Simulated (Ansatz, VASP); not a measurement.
## Two plane-wave programs on CoW3

```xyz
4
Lattice="0.0000 3.0721 3.0721 3.0721 0.0000 3.0721 3.0721 3.0721 0.0000" Properties=species:S:1:pos:R:3 pbc="T T T"
W     1.5360    1.5360    1.5360
W     4.6081    4.6081    4.6081
W     3.0721    3.0721    3.0721
Co    0.0000    0.0000    0.0000
```

Alike in both runs: task single point; functional PBEsol; k mesh 12 × 12 × 12; occupations gaussian, width 0.1 eV; collinear spin.

|  | VASP | Ansatz |
| --- | --- | --- |
| version | VASP 6.6.1 | Ansatz 0.2.0 |
| potentials or method | VASP PAW PBE potentials, release 64 (W_sv, Co), cutoff 520 eV | scalar-relativistic, plane waves, PAW |
| valence electrons in the cell | 51 | 59 |

VASP gave:

- gap on the k mesh at the Fermi level (eV): none
- pressure (GPa): -0.9
- net moment per atom (μB): 0.00
- size of the moment on the site where the two differ most (μB): 0.00

Problem. What did Ansatz give for the same quantities?

Solution. gap on the k mesh at the Fermi level (eV): none; pressure (GPa): 0.0; net moment per atom (μB): 0.34; size of the moment on the site where the two differ most (μB): 1.12.

The net moments are unlike, so the other rows may belong to different states. VASP's potentials were made for PBE, not for PBEsol. Site moments also hang on the region over which each program counts them. A gap of «none» marks a metal or a gap that the smearing closes. VASP's potentials hold 51 valence electrons a cell and Ansatz's 59, so a difference there can come from the potentials and not from the codes.

Neither program's run includes spin-orbit coupling.
